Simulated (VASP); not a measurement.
# Na (I4/mmm) in VASP: further runs

Na is run at these levels: PBE; tasks: single point.

Everything below comes from runs of VASP 6.6.1. Logs are shortened: lines on timing, memory, paths and dates and some standing lists are left out, and cuts for length are marked.

## (1) The cell of the first run

The structure is tetragonal, space group I4/mmm (No. 139). Conventional cell: a = 3.777 Å, b = 3.777 Å, c = 5.275 Å, α = 90.00°, β = 90.00°, γ = 90.00°. Within 4.9 Å of Na (site symmetry 4/mmm) lie 12 Na at 3.75 to 3.78 Å.

## (2) Single point, PBE

Contents of INCAR:

```
ALGO = Normal ; EDIFF = 1E-7
ENCUT = 520 ; GGA = PE
ISIF = 2 ; ISMEAR = 0
LASPH = True ; LCHARG = False
LREAL = False ; LWAVE = False
NBANDS = 10 ; NELM = 100
PREC = Accurate ; SIGMA = 0.1
```

Contents of KPOINTS:

```
k-points
0
Gamma
  6 6 6
```

Contents of POSCAR:

```
Na
1.0
   -1.8882910800      1.8882910800      2.6372766800
    1.8882910800     -1.8882910800      2.6372766800
    1.8882910800      1.8882910800     -2.6372766800
Na
1
Direct
    0.0000000000      0.0000000000      0.0000000000
```

Potentials or basis: VASP PAW PBE potentials, release 64 (Na_pv).

Started as:

```
> cat potpaw_PBE.64/Na_pv/POTCAR > POTCAR
> mpirun -np 1 vasp_std > vasp.out
```

OUTCAR:

```text
EDIFF = 1E-7
   ENCUT = 520
   GGA = PE
   ISIF = 2
   ISMEAR = 0
   LASPH = True
   LREAL = False
   NELM = 100
   PREC = Accurate

 ion  position               nearest neighbor table
   1  0.000  0.000  0.000-

  LATTYP: Found a body centered tetragonal cell.
 ALAT       =     3.7765821600
 C/A-ratio  =     1.3966473220

  Lattice vectors:

 A1 = (  -1.8882910800,   1.8882910800,   2.6372766800)
 A2 = (   1.8882910800,  -1.8882910800,   2.6372766800)
 A3 = (   1.8882910800,   1.8882910800,  -2.6372766800)

Analysis of symmetry for initial positions (statically):
=====================================================================
 Subroutine PRICEL returns:
 Original cell was already a primitive cell.

 Routine SETGRP: Setting up the symmetry group for a
 body centered tetragonal supercell.

 Subroutine GETGRP returns: Found 16 space group operations
 (whereof 16 operations were pure point group operations)
 out of a pool of 16 trial point group operations.

The static configuration has the point symmetry D_4h.

Analysis of symmetry for dynamics (positions and initial velocities):
=====================================================================
 Subroutine PRICEL returns:
 Original cell was already a primitive cell.

 Routine SETGRP: Setting up the symmetry group for a
 body centered tetragonal supercell.

 Subroutine GETGRP returns: Found 16 space group operations
 (whereof 16 operations were pure point group operations)
 out of a pool of 16 trial point group operations.

The dynamic configuration has the point symmetry D_4h.

 Subroutine INISYM returns: Found 16 space group operations
 (whereof 16 operations are pure point group operations),
 and found     1 'primitive' translations

----------------------------------------------------------------------------------------

                                     Primitive cell

  volume of cell :      37.6144

  direct lattice vectors                    reciprocal lattice vectors
    -1.888291080  1.888291080  2.637276680     0.000000000  0.264789685  0.189589512
     1.888291080 -1.888291080  2.637276680     0.264789685  0.000000000  0.189589512
     1.888291080  1.888291080 -2.637276680     0.264789685  0.264789685  0.000000000

  length of vectors
     3.753200593  3.753200593  3.753200593     0.325665105  0.325665105  0.374469164

  position of ions in fractional coordinates (direct lattice)
     0.000000000  0.000000000  0.000000000

  ion indices of the primitive-cell ions
   primitive index   ion index
                 1           1

----------------------------------------------------------------------------------------

 KPOINTS: k-points

Automatic generation of k-mesh.
 Grid dimensions read from file:
 generate k-points for:    6    6    6

 Generating k-lattice:

  Cartesian coordinates                     Fractional coordinates (reciprocal lattice)
     0.000000000  0.044131614  0.031598252     0.166666667  0.000000000 -0.000000000
     0.044131614  0.000000000  0.031598252     0.000000000  0.166666667 -0.000000000
     0.044131614  0.044131614  0.000000000     0.000000000  0.000000000  0.166666667

  Length of vectors
     0.054277517  0.054277517  0.062411527

  Shift w.r.t. Gamma in fractional coordinates (k-lattice)
     0.000000000  0.000000000  0.000000000

 Subroutine IBZKPT returns following result:
 ===========================================

 Found     30 irreducible k-points:

 Following reciprocal coordinates:
            Coordinates               Weight
  0.000000  0.000000  0.000000      1.000000
  0.166667 -0.000000  0.000000      8.000000
  0.333333 -0.000000  0.000000      8.000000
  0.500000 -0.000000  0.000000      4.000000
  0.166667  0.166667  0.000000      8.000000
  0.333333  0.166667  0.000000     16.000000
[... 16 lines left out ...]
 -0.333333 -0.333333  0.166667      8.000000
 -0.166667 -0.333333  0.166667      8.000000
 [... further k-points ...]
   k-points           NKPTS =     30   k-points in BZ     NKDIM =     30   number of bands    NBANDS=     10
   number of dos      NEDOS =    301   number of ions     NIONS =      1
   total plane-waves  NPLWV =  21952
   dimension x,y,z NGX =    28 NGY =   28 NGZ =   28
   dimension x,y,z NGXF=    56 NGYF=   56 NGZF=   56
   ions per type =               1
   NGX,Y,Z   is equivalent  to a cutoff of  12.40, 12.40, 12.40 a.u.
   NGXF,Y,Z  is equivalent  to a cutoff of  24.80, 24.80, 24.80 a.u.
 SYSTEM =  unknown system
   PREC   = accura    normal or accurate (medium, high low for compatibility)
   ISTART =      0    job   : 0-new  1-cont  2-samecut
   ICHARG =      2    charge: 1-file 2-atom 10-const
   ISPIN  =      1    spin polarized calculation?
   LNONCOLLINEAR =      F non collinear calculations
   LSORBIT =      F    spin-orbit coupling
   LASPH  =      T    aspherical Exc in radial PAW
   ENCUT  =  520.0 eV  38.22 Ry    6.18 a.u.   6.98  6.98  6.98*2*pi/ulx,y,z
   NELM   =    100;   NELMIN=  2; NELMDL= -5     # of ELM steps
   EDIFF  = 0.1E-06   stopping-criterion for ELM
   LREAL  =      F    real-space projection
   EDIFFG = 0.1E-05   stopping-criterion for IOM
   NSW    =      0    number of steps for IOM
   IBRION =     -1    ionic relax: 0-MD 1-quasi-New 2-CG
   NFREE  =      0    steps in history (QN), initial steepest desc. (CG)
   ISIF   =      2    stress and relaxation
   ISYM   =      2    0-nonsym 1-usesym 2-fastsym
   POTIM  = 0.5000    time-step for ionic-motion
   TEBEG  =    0.0;   TEEND  =   0.0 temperature during run
   PSTRESS=    0.0 pullay stress
   NELECT =       7.0000    total number of electrons
   NUPDOWN=      -1.0000    fix difference up-down
   EMIN   =  10.00;   EMAX   =-10.00  energy-range for DOS
   EFERMI =   0.00;   METHOD = LEGACY
   ISMEAR =     0;   SIGMA  =   0.10  broadening in eV -4-tet -1-fermi 0-gaus
   EFERMI_NEDOS =   21; number of points for ismear=-14 and -15
   IALGO  =     38    algorithm
   IMIX   =      4    mixing-type and parameters
     AMIX     =   0.40;   BMIX     =  1.00
     AMIX_MAG =   1.60;   BMIX_MAG =  1.00
  volume/ion in A,a.u.               =      37.61       253.83
  Fermi-wavevector in a.u.,A,eV,Ry     =   0.934666  1.766262 11.886050  0.873600
  Thomas-Fermi vector in A             =   2.061494
   LORBIT       =      0    0 simple, 1 ext, 2 COOP (PROOUT), +10 PAW based schemes
   GGA     = PE    functional components
   LHFCALC =     F    Hartree Fock is set to
   AEXX    =    0.0000 exact exchange contribution
   IVDW    =     0    specifies the selected vdW correction
   LEPSILON=     F    determine dielectric tensor
   LRPA    =     F    only Hartree local field effects (RPA)
 non-spin polarized calculation
 Gauss-broadening in eV      SIGMA  =   0.10
  energy-cutoff  :      520.00
  volume of cell :       37.61
 maximum number of plane-waves:      1026
   NGX = 13   NGY = 13   NGZ = 13

 number of electron       6.9999993 magnetization

 Free energy of the ion-electron system (eV)
  ---------------------------------------------------
  ext. energy  EPLUGINS =         0.00000000
  ---------------------------------------------------
  free energy    TOTEN  =        -1.30137138 eV

  energy without entropy =       -1.29707106  energy(sigma->0) =       -1.29922122

 E-fermi :   0.0710     XC(G=0):  -6.4640

 val. band max:        0.0435437998   @ k =  -0.3333  -0.3333   0.1667
 cond. band min:       0.5626626253   @ k =   0.5000   0.1667   0.0000
 fundamental gap:      0.5191188255
 Fermi energy:         0.0710369787

 k-point     1 :       0.0000    0.0000    0.0000
  band No.  band energies     occupation
      1     -24.6213      2.00000
      2     -24.6211      2.00000
      3     -24.6211      2.00000
      4      -2.9612      2.00000
      5      11.2803      0.00000
      6      11.2803      0.00000
      7      11.3231      0.00000
      8      12.3824      0.00000
      9      12.8246      0.00000
     10      12.8252      0.00000

 k-point     2 :       0.1667   -0.0000    0.0000
  band No.  band energies     occupation
      1     -24.6295      2.00000
      2     -24.6224      2.00000
      3     -24.6223      2.00000
      4      -2.5047      2.00000
      5       7.6708      0.00000
      6      10.6629      0.00000
      7      10.7338      0.00000
      8      11.9727      0.00000
      9      13.7192      0.00000
     10      13.8907      0.00000

 k-point     3 :       0.3333   -0.0000    0.0000
  band No.  band energies     occupation
      1     -24.6461      2.00000
      2     -24.6248      2.00000
      3     -24.6245      2.00000
      4      -1.1586      2.00000
      5       4.0095      0.00000
      6      10.2462      0.00000
      7      10.3712      0.00000
      8      11.4465      0.00000
      9      12.0220      0.00000
     10      12.2457      0.00000

 k-point     4 :       0.5000   -0.0000    0.0000
  band No.  band energies     occupation
      1     -24.6544      2.00000
      2     -24.6261      2.00000
      3     -24.6256      2.00000
      4       0.8408      0.00000
      5       1.2335      0.00000
      6      10.2550      0.00000
      7      10.4207      0.00000
      8      11.2654      0.00000
      9      11.3042      0.00000
     10      11.5553      0.00000
[... 222 lines left out ...]
 k-point    22 :      -0.1667    0.5000    0.1667
  band No.  band energies     occupation
      1     -24.6511      2.00000
      2     -24.6305      2.00000
      3     -24.6280      2.00000
      4       0.6049      0.00000
      5       2.3117      0.00000
      6       7.4407      0.00000
      7       8.7672      0.00000
      8       9.6463      0.00000
      9      13.5586      0.00000
     10      14.5497      0.00000

 k-point    23 :      -0.3333   -0.3333    0.1667
  band No.  band energies     occupation
      1     -24.6462      2.00000
      2     -24.6348      2.00000
      3     -24.6287      2.00000
      4       0.0435      1.30258
      5       4.6739      0.00000
      6       5.4587      0.00000
      7       7.2521      0.00000
      8      11.2551      0.00000
      9      12.6719      0.00000
     10      13.5396      0.00000

 k-point    24 :      -0.1667   -0.3333    0.1667
  band No.  band energies     occupation
      1     -24.6417      2.00000
      2     -24.6271      2.00000
      3     -24.6269      2.00000
      4      -1.2866      2.00000
      5       5.4514      0.00000
      6       8.5928      0.00000
      7       8.6603      0.00000
      8       9.7557      0.00000
      9      12.6368      0.00000
     10      14.9115      0.00000

 [... further k-points ...]

------------------------ aborting loop because EDIFF is reached ----------------------------------------

  FORCE on cell =-STRESS in cart. coord.  units (eV):
  Direction    XX          YY          ZZ          XY          YZ          ZX
  --------------------------------------------------------------------------------------
  -------------------------------------------------------------------------------------
  Total       -0.0097413     -0.0097413     -0.0410468      0.0000000      0.0000000      0.0000000
  in kB       -0.4149282     -0.4149282     -1.7483800      0.0000000      0.0000000      0.0000000
  external PRESSURE =      -0.8594121 kB  Pullay stress =       0.0000000 kB

 VOLUME and BASIS-vectors are now :
 -----------------------------------------------------------------------------
  energy-cutoff  :      520.00
  volume of cell :       37.61
      direct lattice vectors                 reciprocal lattice vectors
    -1.888291080  1.888291080  2.637276680     0.000000000  0.264789685  0.189589512
     1.888291080 -1.888291080  2.637276680     0.264789685  0.000000000  0.189589512
     1.888291080  1.888291080 -2.637276680     0.264789685  0.264789685  0.000000000

 POSITION                                       TOTAL-FORCE (eV/Angst)
 -----------------------------------------------------------------------------------
      0.00000      0.00000      0.00000         0.000000      0.000000      0.000000
 -----------------------------------------------------------------------------------
    total drift:                               -0.000000     -0.000000     -0.000000

  FREE ENERGIE OF THE ION-ELECTRON SYSTEM (eV)
  ---------------------------------------------------
  free  energy   TOTEN  =        -1.3013713769 eV

  energy  without entropy=       -1.2970710622  energy(sigma->0) =       -1.29922122
```

Run time: 6.6 s. Hardware: 1 thread of Intel Xeon Platinum 8488C (Sapphire Rapids), shared host; peak memory 0.15 GiB.

Results:

```yaml
Free_energy: -1.3014 eV
Pressure: -0.1 GPa
```

Levels at points of the mesh, in eV from the Fermi level:
```csv
k point,band 2,band 3,band 4,band 5,band 6,band 7
"(0.00, 0.00, 0.00)",-24.69,-24.69,-3.03,11.21,11.21,11.25
"(0.50, 0.00, 0.00)",-24.70,-24.70,0.77,1.16,10.18,10.35
"(0.50, 0.50, 0.00)",-24.70,-24.70,1.93,2.47,6.48,7.33
"(0.50, 0.50, 0.50)",-24.70,-24.70,2.06,2.59,6.37,7.20
```

Caveat: the k points lie up to 0.39 Å⁻¹ apart.

## (3) Single point, PBE (biaxial strain in the a-b plane: -2.0 %)

Contents of INCAR:

```
SYSTEM = Na
  ALGO = Normal
  EDIFF = 1E-7
  ENCUT = 520
  GGA = PE
  ISIF = 2
  ISMEAR = 0
  LASPH = .True.
  LCHARG = .True.
  LELF = .True.
  LREAL = .False.
  LVHAR = .True.
  LWAVE = .False.
  NBANDS = 14
  NELM = 80
  PREC = Accurate
  SIGMA = 0.1
```

Contents of KPOINTS:

```
k-points
0
Gamma
  12 12 8
  0 0 0
```

Contents of POSCAR:

```
Na
1.0
    3.6757974872      0.0000000000      0.0000000000
    0.0000000000      3.6757974872      0.0000000000
    0.0000000000      0.0000000000      5.3208801280
Na
2
Direct
    0.0000000000      0.0000000000      0.0000000000
    0.5000000000      0.5000000000      0.5000000000
```

Potentials or basis: VASP PAW PBE potentials, release 64 (Na_pv).

Started as:

```
> cat potpaw_PBE.64/Na_pv/POTCAR > POTCAR
> mpirun -np 1 vasp_std > vasp.out
```

Wall time 38 s (1 thread of Intel Xeon 6975P-C (Granite Rapids), shared host); peak memory 0.23 GiB.

Results (log left out):

```
Free energy            : -2.6218 eV
Pressure               : 0.2 GPa
Band gap on the k mesh : zero (band 7 reaches 3.50 eV, above the bottom of band 8 at -1.57 eV)
```

Stress tensor (GPa, compression positive):
```
0.28 0.00 0.00
0.00 0.28 0.00
0.00 0.00 0.18
```

Levels at points of the mesh, in eV from the Fermi level:
```
           k point  band 4  band 5  band 6  band 7  band 8  band 9  band 10  band 11
(0.00, 0.00, 0.00)  -24.87  -24.87  -24.87   -3.34    1.65    2.21     6.50     7.47
(0.50, 0.00, 0.00)  -24.89  -24.87  -24.87   -0.54   -0.54    4.17     4.17     5.10
(0.50, 0.50, 0.00)  -24.89  -24.88  -24.88    1.89    1.89    2.44     2.44     6.29
(0.00, 0.00, 0.50)  -24.88  -24.88  -24.88   -1.98   -1.98    7.81     7.81     7.95
(0.50, 0.00, 0.50)  -24.88  -24.87  -24.87    0.56    0.56    1.00     1.00    10.13
(0.50, 0.50, 0.50)  -24.90  -24.88  -24.88    3.08    3.08    3.08     3.08     3.17
```

Caveat: the cell differs from its parent crystal (biaxial strain in the a-b plane: -2.0 %).
